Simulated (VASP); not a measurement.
Runs of VASP 6.6.1 on Ga. The structure is that of space group Pm-3m (No. 221), or close to it. The cells are those of the table. This isn't the form of Ga at room conditions, which is orthorhombic.

```csv
task,cell,cutoff (eV),gap on the mesh (eV),pressure (GPa)
relaxation of shape and atoms at fixed volume,"relaxed from a = 2.632, b = 2.632, c = 2.633 Å, 1 atom",600,none,5.7
relaxation of shape and atoms at fixed volume,"relaxed from a = 2.769, b = 2.769, c = 2.770 Å, 1 atom",600,none,-2.1
single point,"a = 2.632, b = 2.632, c = 2.633 Å, 1 atom",520,none,5.8
single point,"a = 2.716, b = 2.716, c = 2.717 Å, 1 atom",520,none,0.1
single point,"a = 2.743, b = 2.743, c = 2.744 Å, 1 atom",520,none,-1.1
single point,"a = 2.689, b = 2.689, c = 2.690 Å, 1 atom",520,none,1.6
single point,"a = 2.769, b = 2.769, c = 2.770 Å, 1 atom",520,none,(a)
relaxation of shape and atoms at fixed volume,"relaxed from a = 2.743, b = 2.743, c = 2.744 Å, 1 atom",600,none,-1.1
```

Alike in all rows: level PBE; potentials or basis VASP PAW PBE potentials, release 64 (Ga_d); no spin polarisation; k mesh 20 × 20 × 20; smearing gaussian 0.1 eV.

Task: Estimate the missing entries.

Result: (a) -2.2.

Caveats: the relaxation stopped at its first step, so nothing moved (at least some runs); the cell stands under pressure (at least some runs).

A k mesh can miss the band edges, and the runs leave out spin-orbit coupling on Ga.

A gap of «none» marks levels without a gap at the run's occupations.
